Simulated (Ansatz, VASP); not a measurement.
## TaN: VASP beside Ansatz

```
Ta N
1.0
     3.89595    0.00000    0.00000
    -1.94798    3.37399    0.00000
     0.00000    0.00000    3.92074
Ta N
2 2
Direct
  0.33333 0.66667 0.03402
  0.66667 0.33333 0.96598
  0.00000 0.00000 0.65791
  0.00000 0.00000 0.34209
```

Alike in both runs: task relaxation of cell and atoms; functional PBE; k mesh 6 × 6 × 4; occupations gaussian, width 0.1 eV; no spin polarisation.

|  | VASP | Ansatz |
| --- | --- | --- |
| version | VASP 6.6.1 | Ansatz 0.2.0 |
| potentials or method | VASP PAW PBE potentials, release 64 (Ta_sv_GW, N), cutoff 700 eV | scalar-relativistic, plane waves, PAW |
| valence electrons in the cell | 36 | 36 |

VASP gave:

- gap on the k mesh at the Fermi level, each at its own relaxed structure (eV): none
- relaxed volume (Å³/atom): 14.73
- relaxed length of the cell vector where the two differ most in proportion (Å): 3.417

**Question.** Which values does Ansatz return?

**Answer.** gap on the k mesh at the Fermi level, each at its own relaxed structure (eV): none; relaxed volume (Å³/atom): 12.70; relaxed length of the cell vector where the two differ most in proportion (Å): 3.088.

A gap of «none» marks a metal or a gap that the smearing closes. One of these differences is far larger than is usual between the two programs; its cause wasn't traced.

The k mesh is coarse, so the values compare programs but aren't converged. Spin-orbit coupling is off throughout. Noted on VASP's run: the standard files for N, O and F lose accuracy on very short bonds.
